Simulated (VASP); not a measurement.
Here is a VASP 6.6.1 calculation.

File INCAR:

```
PREC = Accurate
ENCUT = 600
EDIFF = 1E-6
ISMEAR = 0
SIGMA = 0.1
LREAL = F
LASPH = T
NELM = 60
ALGO = Fast
ISIF = 3
LWAVE = F
LCHARG = F
GGA = PS
IBRION = 2
NSW = 70
EDIFFG = -0.008
PSTRESS = 80.0
```

KPOINTS

```
regular mesh
0
Gamma
  10 10 10
```

POSCAR

```
YSn3
1.0
    4.4879011458      0.0000000000      0.0000000000
    0.0000000000      4.4879011458      0.0000000000
    0.0000000000      0.0000000000      4.4879011458
Y Sn
1 3
Direct
    0.0000000000      0.0000000000      0.0000000000
    0.0000000000      0.5000000000      0.5000000000
    0.5000000000      0.0000000000      0.5000000000
    0.5000000000      0.5000000000      0.0000000000
```

Potentials or basis: VASP PAW PBE potentials, release 64 (Y_sv, Sn_d).

The run is started by

```bash
$ cat potpaw_PBE.64/Y_sv/POTCAR potpaw_PBE.64/Sn_d/POTCAR > POTCAR
$ mpirun -np 1 vasp_std > vasp.out
```

(1) What does it give for the relaxed volume?

(2) Estimate the relaxed cell.

(3) Estimate the space group after relaxing (to 0.1 Å).

Answers

(1) 22.71 Å³/atom.

(2) a = 4.495 Å, b = 4.495 Å, c = 4.495 Å, α = 90.00°, β = 90.00°, γ = 90.00°.

(3) Pm-3m (No. 221).

Caveat: the cell is relaxed towards a set pressure, so the run minimises the enthalpy, not the energy; the PAW data sets were made with another functional, which shifts forces and pressure a little.
